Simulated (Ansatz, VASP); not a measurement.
# Two plane-wave programs on Ge2Sb2Te5

```xyz
9
Lattice="4.2313 0.0000 0.0000 -2.1157 3.6644 0.0000 0.0000 0.0000 17.4561" Properties=species:S:1:pos:R:3 pbc="T T T"
Ge    0.0000    0.0000    5.9527
Ge    0.0000    0.0000   11.5034
Sb    0.0000    2.4429    1.9818
Sb    2.1157    1.2215   15.4744
Te    0.0000    0.0000    0.0000
Te    0.0000    2.4429   13.7470
Te    2.1157    1.2215    3.7091
Te    0.0000    2.4429    7.3834
Te    2.1157    1.2215   10.0727
```

Alike in both runs: functional PBE; dispersion D3(BJ); k mesh 12 × 12 × 2; occupations gaussian, width 0.1 eV; no spin polarisation.

Ansatz relaxed the structure, and its values are those at the end. VASP's run is a single point on that final structure, the one shown.

```csv
,VASP,Ansatz
version,VASP 6.6.1,Ansatz 0.2.0
potentials or method,"VASP PAW PBE potentials, release 64 (Ge_d, Sb, Te), cutoff 520 eV","scalar-relativistic, plane waves, PAW"
valence electrons in the cell,68,138
```

|  | VASP | Ansatz | Ansatz less VASP |
| --- | --- | --- | --- |
| pressure (GPa) | 0.0 | 0.0 | -0.03 |
| rms of the force components (eV/Å) | 0.009 | 0.001 | -0.0085 |

VASP's potentials hold 68 valence electrons a cell and Ansatz's 138, so a difference there can come from the potentials and not from the codes. Ansatz's warnings: dispersion switch in reach, relaxed geometry near dispersion switch.

Spin-orbit coupling is off throughout.
